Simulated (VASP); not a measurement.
# Os (P6_3/mmc) in VASP: single point with PBEsol

Aim: the single point of Os with PBEsol.

Program: VASP 6.6.1. These are calculated values, not measurements. Logs are shortened: lines on timing, memory, paths and dates and some standing lists are left out, and cuts for length are marked.

**1. The cell of the first run**

Symmetry: P6_3/mmc, No. 194, hexagonal system. The conventional cell has a = 2.727 Å, b = 2.727 Å, c = 4.314 Å, α = 90.00°, β = 90.00°, γ = 120.00°. Within 3.5 Å of Os (site symmetry -6m2) lie 12 Os at 2.67 to 2.73 Å.

**2. Single point, PBEsol**

The input, POSCAR:

```
Os
1.0
    2.7267727410      0.0000000000      0.0000000000
   -1.3633863705      2.3614544640      0.0000000000
    0.0000000000      0.0000000000      4.3142450885
Os
2
Direct
    0.3333333333      0.6666666667      0.7500000000
    0.6666666667      0.3333333333      0.2500000000
```

The input, INCAR.step1:

```
SYSTEM = Os
PREC = Accurate ; ENCUT = 520
EDIFF = 1E-6 ; ISMEAR = 0
SIGMA = 0.05 ; LREAL = .FALSE.
LASPH = .TRUE. ; NELM = 100
ALGO = Normal ; ISIF = 2
LWAVE = .FALSE. ; LCHARG = .TRUE.
LMAXMIX = 4 ; GGA = PS
NBANDS = 15
```

The input, KPOINTS.step1:

```
Automatic mesh
0
G
  18 18 10
  0 0 0
```

The input, INCAR.step2:

```
SYSTEM = Os
PREC = Accurate ; ENCUT = 520
EDIFF = 1E-6 ; ISMEAR = -5
SIGMA = 0.05 ; LREAL = .FALSE.
LASPH = .TRUE. ; NELM = 100
ALGO = Normal ; ISIF = 2
LWAVE = .FALSE. ; LCHARG = .FALSE.
LMAXMIX = 4 ; GGA = PS
LORBIT = 10 ; NEDOS = 2001
ICHARG = 11
```

The input, KPOINTS.step2:

```
Automatic mesh
0
G
  27 27 15
  0 0 0
```

Potentials or basis: VASP PAW PBE potentials, release 64 (Os).

Run with:

```sh
$ cat potpaw_PBE.64/Os/POTCAR > POTCAR
$ cp INCAR.step1 INCAR
$ cp KPOINTS.step1 KPOINTS
$ mpirun -np 1 vasp_std > vasp.out
$ cp INCAR.step2 INCAR
$ cp KPOINTS.step2 KPOINTS
$ mpirun -np 1 vasp_std > vasp.out
```

OUTCAR:

```text
SYSTEM = Os
   PREC = Accurate
   ENCUT = 520
   EDIFF = 1E-6
   ISMEAR = -5
   LREAL = .FALSE.
   LASPH = .TRUE.
   NELM = 100
   ISIF = 2
   GGA = PS
   LORBIT = 10
   ICHARG = 11

 ion  position               nearest neighbor table
   1  0.333  0.667  0.750-   2 2.67   2 2.67   2 2.67   2 2.67   2 2.67   2 2.67
   2  0.667  0.333  0.250-   1 2.67   1 2.67   1 2.67   1 2.67   1 2.67   1 2.67

  LATTYP: Found a hexagonal cell.
 ALAT       =     2.7267727410
 C/A-ratio  =     1.5821799241

  Lattice vectors:

 A1 = (   2.7267727410,   0.0000000000,   0.0000000000)
 A2 = (  -1.3633863705,   2.3614544640,   0.0000000000)
 A3 = (   0.0000000000,   0.0000000000,   4.3142450885)

Analysis of symmetry for initial positions (statically):
=====================================================================
 Subroutine PRICEL returns:
 Original cell was already a primitive cell.

 Routine SETGRP: Setting up the symmetry group for a
 hexagonal supercell.

 Subroutine GETGRP returns: Found 24 space group operations
 (whereof 12 operations were pure point group operations)
 out of a pool of 24 trial point group operations.

The static configuration has the point symmetry D_3d.
 The point group associated with its full space group is D_6h.

Analysis of symmetry for dynamics (positions and initial velocities):
=====================================================================
 Subroutine PRICEL returns:
 Original cell was already a primitive cell.

 Routine SETGRP: Setting up the symmetry group for a
 hexagonal supercell.

 Subroutine GETGRP returns: Found 24 space group operations
 (whereof 12 operations were pure point group operations)
 out of a pool of 24 trial point group operations.

The dynamic configuration has the point symmetry D_3d.
 The point group associated with its full space group is D_6h.

 Subroutine INISYM returns: Found 24 space group operations
 (whereof 12 operations are pure point group operations),
 and found     1 'primitive' translations

----------------------------------------------------------------------------------------

                                     Primitive cell

  volume of cell :      27.7801

  direct lattice vectors                    reciprocal lattice vectors
     2.726772741  0.000000000  0.000000000     0.366733899  0.211733916  0.000000000
    -1.363386370  2.361454464  0.000000000     0.000000000  0.423467831  0.000000000
     0.000000000  0.000000000  4.314245088     0.000000000  0.000000000  0.231790262

  length of vectors
     2.726772741  2.726772741  4.314245088     0.423467831  0.423467831  0.231790262

[... 94 lines left out ...]
   NUPDOWN=      -1.0000    fix difference up-down
   EMIN   =  10.00;   EMAX   =-10.00  energy-range for DOS
   EFERMI =   0.00;   METHOD = LEGACY
   ISMEAR =    -5;   SIGMA  =   0.05  broadening in eV -4-tet -1-fermi 0-gaus
   EFERMI_NEDOS =   21; number of points for ismear=-14 and -15
   IALGO  =     38    algorithm
   IMIX   =      4    mixing-type and parameters
     AMIX     =   0.40;   BMIX     =  1.00
     AMIX_MAG =   1.60;   BMIX_MAG =  1.00
  volume/ion in A,a.u.               =      13.89        93.73
  Fermi-wavevector in a.u.,A,eV,Ry     =   1.362083  2.573964 25.242499  1.855271
  Thomas-Fermi vector in A             =   2.488604
   LORBIT       =     10    0 simple, 1 ext, 2 COOP (PROOUT), +10 PAW based schemes
   GGA     = PS    functional components
   LHFCALC =     F    Hartree Fock is set to
   AEXX    =    0.0000 exact exchange contribution
   IVDW    =     0    specifies the selected vdW correction
   LEPSILON=     F    determine dielectric tensor
   LRPA    =     F    only Hartree local field effects (RPA)
 non-spin polarized calculation
 Fermi weights with tetrahedron method with Bloechl corrections
  energy-cutoff  :      520.00
  volume of cell :       27.78
 maximum number of plane-waves:       766

 number of electron      15.9999998 magnetization

 Free energy of the ion-electron system (eV)
  ---------------------------------------------------
  ext. energy  EPLUGINS =         0.00000000
  ---------------------------------------------------
  free energy    TOTEN  =       -24.48612037 eV

  energy without entropy =      -24.48612037  energy(sigma->0) =      -24.48612037

 E-fermi :   9.4396     XC(G=0): -14.1942

 val. band max:        9.4837901034   @ k =   0.4444   0.0370   0.3333
 cond. band min:       9.4170054195   @ k =   0.2222   0.0370   0.2667
 fundamental gap:     -0.0667846839
 Fermi energy:         9.4396350860

 k-point     1 :       0.0000    0.0000    0.0000
  band No.  band energies     occupation
      1      -1.6452      2.00000
      2       1.5196      2.00000
      3       6.3141      2.00000
      4       6.3141      2.00000
      5       6.5561      2.00000
      6       7.1657      2.00000
      7       7.1657      2.00000
      8       7.8467      2.00000
      9       7.8467      2.00000
     10       9.3942      2.00000
     11      11.1262      0.00000
     12      11.1262      0.00000
[... 331 lines left out ...]
 k-point    24 :       0.3704    0.0370    0.0000
  band No.  band energies     occupation
      1       2.0214      2.00000
      2       2.4378      2.00000
      3       3.2541      2.00000
      4       5.7668      2.00000
      5       5.9756      2.00000
      6       6.9352      2.00000
      7       7.1227      2.00000
      8      10.7040      0.00000
      9      10.8419      0.00000
     10      11.6156      0.00000
     11      12.0863      0.00000
     12      18.0080      0.00000

 [... further k-points ...]
[... 5 lines left out ...]
  --------------------------------------------------------------------------------------
  -------------------------------------------------------------------------------------
  Total        0.1244393      0.1244393     -0.1311235     -0.0000000     -0.0000000      0.0000000
  in kB        7.1768661      7.1768661     -7.5623688     -0.0000000     -0.0000000      0.0000000
  external PRESSURE =       2.2637878 kB  Pullay stress =       0.0000000 kB

 VOLUME and BASIS-vectors are now :
 -----------------------------------------------------------------------------
  energy-cutoff  :      520.00
  volume of cell :       27.78
      direct lattice vectors                 reciprocal lattice vectors
     2.726772741  0.000000000  0.000000000     0.366733899  0.211733916  0.000000000
    -1.363386370  2.361454464  0.000000000     0.000000000  0.423467831  0.000000000
     0.000000000  0.000000000  4.314245088     0.000000000  0.000000000  0.231790262

 POSITION                                       TOTAL-FORCE (eV/Angst)
 -----------------------------------------------------------------------------------
     -0.00000      1.57430      3.23568        -0.000000      0.000000      0.000000
      1.36339      0.78715      1.07856         0.000000      0.000000      0.000000
 -----------------------------------------------------------------------------------
    total drift:                               -0.000000      0.000000     -0.000000

  FREE ENERGIE OF THE ION-ELECTRON SYSTEM (eV)
  ---------------------------------------------------
  free  energy   TOTEN  =       -24.4861203693 eV

  energy  without entropy=      -24.4861203693  energy(sigma->0) =      -24.48612037

 total charge

# of ion       s       p       d       tot
------------------------------------------
    1        0.666   0.801   6.040   7.507
    2        0.666   0.801   6.040   7.507
--------------------------------------------------
tot          1.331   1.603  12.080  15.014
```

OUTCAR.step1:

```text
SYSTEM = Os
   PREC = Accurate
   ENCUT = 520
   EDIFF = 1E-6
   ISMEAR = 0
   LREAL = .FALSE.
   LASPH = .TRUE.
[... 656 lines left out ...]
     -0.00000      1.57430      3.23568        -0.000000     -0.000000      0.000000
      1.36339      0.78715      1.07856         0.000000      0.000000      0.000000
 -----------------------------------------------------------------------------------
    total drift:                               -0.000000      0.000000     -0.000000

  FREE ENERGIE OF THE ION-ELECTRON SYSTEM (eV)
  ---------------------------------------------------
  free  energy   TOTEN  =       -24.4828780562 eV

  energy  without entropy=      -24.4810865175  energy(sigma->0) =      -24.48198229
```

OSZICAR.step1:

```text
N       E                     dE             d eps       ncg     rms          rms(c)
DAV:   1     0.101177031896E+03    0.10118E+03   -0.74751E+03  6668   0.103E+03
DAV:   2    -0.213821825166E+02   -0.12256E+03   -0.10747E+03  6751   0.328E+02
DAV:   3    -0.259923301680E+02   -0.46101E+01   -0.44658E+01  9180   0.565E+01
DAV:   4    -0.260248440894E+02   -0.32514E-01   -0.32479E-01  7080   0.483E+00
DAV:   5    -0.260250213619E+02   -0.17727E-03   -0.17726E-03  9229   0.338E-01    0.246E+01
DAV:   6    -0.248368841811E+02    0.11881E+01   -0.99780E-01  8459   0.850E+00    0.111E+01
DAV:   7    -0.244923000458E+02    0.34458E+00   -0.66382E-01  8592   0.681E+00    0.581E-01
DAV:   8    -0.244858099711E+02    0.64901E-02   -0.68603E-03  6842   0.631E-01    0.356E-01
DAV:   9    -0.244828798251E+02    0.29301E-02   -0.16602E-03  8116   0.422E-01    0.526E-02
DAV:  10    -0.244828976224E+02   -0.17797E-04   -0.60381E-05  8613   0.676E-02    0.127E-02
DAV:  11    -0.244828785350E+02    0.19087E-04   -0.42692E-06  7493   0.219E-02    0.186E-03
DAV:  12    -0.244828780562E+02    0.47875E-06   -0.94896E-08  4583   0.294E-03
   1 F= -.24482878E+02 E0= -.24481982E+02  d E =-.179154E-02
```

Wall time 86 s (1 thread of AMD EPYC 9R14 (Zen 4), shared host); peak memory 0.28 GiB.

Results:

```
Valence electrons inside the program's atomic spheres : Os 7.51
```

Levels at points of the mesh, in eV from the Fermi level:
```csv
k point,band 4,band 5,band 6,band 7,band 8,band 9,band 10,band 11,band 12
"(0.00, 0.00, 0.00)",-3.13,-2.88,-2.27,-2.27,-1.59,-1.59,-0.05,1.69,1.69
```

Caveat: the PAW data sets were made with another functional, which shifts forces and pressure a little; spin-orbit coupling is left out, which moves the levels of the heavy elements.
